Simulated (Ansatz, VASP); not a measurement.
One calculation of AuS2, two programs

```
S Au
1.0
     3.56396    0.00000    0.00000
    -1.78198    3.08648    0.00000
     0.00000    0.00000   10.26795
S Au
4 2
Direct
  0.33333 0.66667 0.59858
  0.66667 0.33333 0.09858
  0.33333 0.66667 0.90142
  0.66667 0.33333 0.40142
  0.33333 0.66667 0.25000
  0.66667 0.33333 0.75000
```

Alike in both runs: task relaxation of cell and atoms; functional PBE; k mesh 12 × 12 × 4; occupations gaussian, width 0.1 eV; no spin polarisation.

|  | VASP | Ansatz |
| --- | --- | --- |
| version | VASP 6.6.1 | Ansatz 0.2.0 |
| potentials or method | VASP PAW PBE potentials, release 64 (S, Au), cutoff 600 eV | scalar-relativistic, plane waves, PAW |
| valence electrons in the cell | 46 | 62 |

VASP gave:

* gap on the k mesh at the Fermi level, each at its own relaxed structure (eV): none
* relaxed volume (Å³/atom): 18.71
* relaxed length of the cell vector where the two differ most in proportion (Å): 10.266

**Question.** Which values does Ansatz return?

**Answer.** gap on the k mesh at the Fermi level, each at its own relaxed structure (eV): none; relaxed volume (Å³/atom): 18.73; relaxed length of the cell vector where the two differ most in proportion (Å): 10.282.

A gap of «none» marks a metal or a gap that the smearing closes. VASP's potentials hold 46 valence electrons a cell and Ansatz's 62, so a difference there can come from the potentials and not from the codes.

Neither program's run includes spin-orbit coupling.
